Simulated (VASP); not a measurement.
A run of VASP 6.6.1:

File INCAR:

```
SYSTEM = ZnSe
PREC     = Accurate       ! precision mode
ENCUT    = 520            ! plane-wave cutoff, eV
EDIFF    = 1E-6           ! SCF threshold, eV
ISMEAR   = -1             ! smearing method
SIGMA    = 0.01           ! smearing width, eV
LREAL    = .False.        ! projectors in reciprocal space
LASPH    = .True.         ! aspherical terms in the spheres
NELM     = 100            ! most SCF steps
ALGO     = Normal         ! electronic algorithm
ISIF     = 2              ! what is computed and relaxed
LWAVE    = .False.        ! write WAVECAR
LCHARG   = .True.         ! write CHGCAR
GGA      = PS             ! functional
LELF     = .True.         ! ELF
LVHAR    = .True.       
ISYM     = 0            
NBANDS   = 16             ! bands
```

The input KPOINTS:

```
Automatic mesh
0
Gamma
  6 6 6
  0.5 0.5 0.5
```

The input POSCAR:

```
ZnSe
1.0
    3.9811828129     -0.0023415995     -0.0016557609
    1.9885635218      3.4489762529     -0.0016557609
    1.9885635218      1.1480976846      3.2522779157
Zn Se
1 1
Direct
   -0.0000756507     -0.0000756507     -0.0000756507
    0.2500756507      0.2500756507      0.2500756507
```

Potentials or basis: VASP PAW PBE potentials, release 64 (Zn, Se).

Run with:

```console
$ cat potpaw_PBE.64/Zn/POTCAR potpaw_PBE.64/Se/POTCAR > POTCAR
$ mpirun -np 1 vasp_std > vasp.out
```

Hardware: 1 thread of AMD EPYC 9R45 96-Core Processor (Zen 5), with other jobs on the host.

Estimate the wall time of this run.

It took 40 s on 1 thread of AMD EPYC 9R45 96-Core Processor (Zen 5), on a shared host, peak memory 0.2 GiB. Counts: scf iterations 12, k points 108.
